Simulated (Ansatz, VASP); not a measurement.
## One calculation of CdSe, two programs

```
CELL_PARAMETERS angstrom
0.00000 3.19338 3.04131
3.04131 0.00000 3.04131
3.04131 3.19338 0.00000
ATOMIC_POSITIONS crystal
Cd 0.00000 0.00000 0.00000
Se 0.75000 0.75000 0.75000
```

Change from the starting cell: engineering shear strain xz +0.0000, normal strain along z +0.0500.

Alike in both runs: task single point; functional PBEsol; k mesh 10 × 10 × 10; occupations gaussian, width 0.05 eV; no spin polarisation.

```csv
,VASP,Ansatz
version,VASP 6.6.1,Ansatz 0.2.0
potentials or method,"VASP PAW PBE potentials, release 64 (Cd, Se), cutoff 520 eV","scalar-relativistic, plane waves, PAW"
valence electrons in the cell,18,36
```

Ansatz gave:

```
gap on the k mesh at the Fermi level (eV)                     : 0.33
least direct gap on the mesh (eV)                             : 0.33
pressure (GPa)                                                : -2.3
traceless stress, the component that is largest in VASP (GPa) : -0.71
```

Q: What did VASP give for the same quantities?

A: gap on the k mesh at the Fermi level (eV): 0.33; least direct gap on the mesh (eV): 0.33; pressure (GPa): -2.1; traceless stress, the component that is largest in VASP (GPa): -0.70.

VASP's potentials were made for PBE, not for PBEsol. VASP's potentials hold 18 valence electrons a cell and Ansatz's 36, so a difference there can come from the potentials and not from the codes.
